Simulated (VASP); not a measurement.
Here is a VASP 6.6.1 calculation.

Contents of INCAR:

```
SYSTEM = Cu
PREC     = Accurate       ! precision mode
ENCUT    = 520            ! plane-wave cutoff, eV
EDIFF    = 1E-7           ! SCF threshold, eV
ISMEAR   = 0              ! smearing method
SIGMA    = 0.1            ! smearing width, eV
LREAL    = .False.        ! projectors in reciprocal space
LASPH    = .True.         ! aspherical terms in the spheres
NELM     = 60             ! most SCF steps
ALGO     = Fast           ! electronic algorithm
ISIF     = 2              ! what is computed and relaxed
LWAVE    = .False.        ! write WAVECAR
LCHARG   = .False.        ! write CHGCAR
GGA      = PE             ! functional
NBANDS   = 30             ! bands
```

Contents of KPOINTS:

```
regular mesh
0
Gamma
  21 21 6
  0 0 0
```

The input POSCAR:

```
Cu
1.0
    2.5613764329      0.0000000000      0.0000000000
   -1.2806882164      2.2182170596      0.0000000000
    0.0000000000      0.0000000000      8.4185498197
Cu
4
Direct
    0.0000000000      0.0000000000      0.0000000000
    0.3333333333      0.6666666667      0.2500000000
    0.0000000000      0.0000000000      0.5000000000
    0.6666666667      0.3333333333      0.7500000000
```

Potentials or basis: VASP PAW PBE potentials, release 64 (Cu).

Launch:

```sh
$ cat potpaw_PBE.64/Cu/POTCAR > POTCAR
$ mpirun -np 1 vasp_std > vasp.out
```

Task: Predict the band gap on the k mesh.

Result: Zero (bands 22 and 23 overlap by 5.15 eV).

Task: What does it give for the pressure?

Result: 0.7 GPa.
